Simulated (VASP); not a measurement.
A run of VASP 6.6.1 is set up as follows.

File INCAR:

```
SYSTEM = Cu
PREC = Accurate
ENCUT = 520
EDIFF = 1E-7
ISMEAR = 0
SIGMA = 0.15
LREAL = .FALSE.
LASPH = .TRUE.
NELM = 100
ALGO = Fast
ISIF = 2
LWAVE = .FALSE.
LCHARG = .FALSE.
GGA = PS
NBANDS = 12
```

The input KPOINTS:

```
Automatic mesh
0
G
  34 34 34
  0 0 0
```

Contents of POSCAR:

```
Cu
1.0
   -1.4858197942      1.4858197942      1.2864702837
    1.4858197942     -1.4858197942      1.2864702837
    1.4858197942      1.4858197942     -1.2864702837
Cu
1
Direct
    0.0000000000      0.0000000000      0.0000000000
```

Potentials or basis: VASP PAW PBE potentials, release 64 (Cu).

Launch:

```bash
$ cat potpaw_PBE.64/Cu/POTCAR > POTCAR
$ mpirun -np 1 vasp_std > vasp.out
```

Estimate the pressure.

1.6 GPa.

What does it give for the band gap on the k mesh?

Zero (an odd number of electrons rules out a gap without spin polarisation).

Stress tensor (GPa, compression positive):
```
0.38 0.00 0.00
0.00 0.38 0.00
0.00 0.00 3.98
```

Caveat: the PAW data sets were made with another functional, which shifts forces and pressure a little.
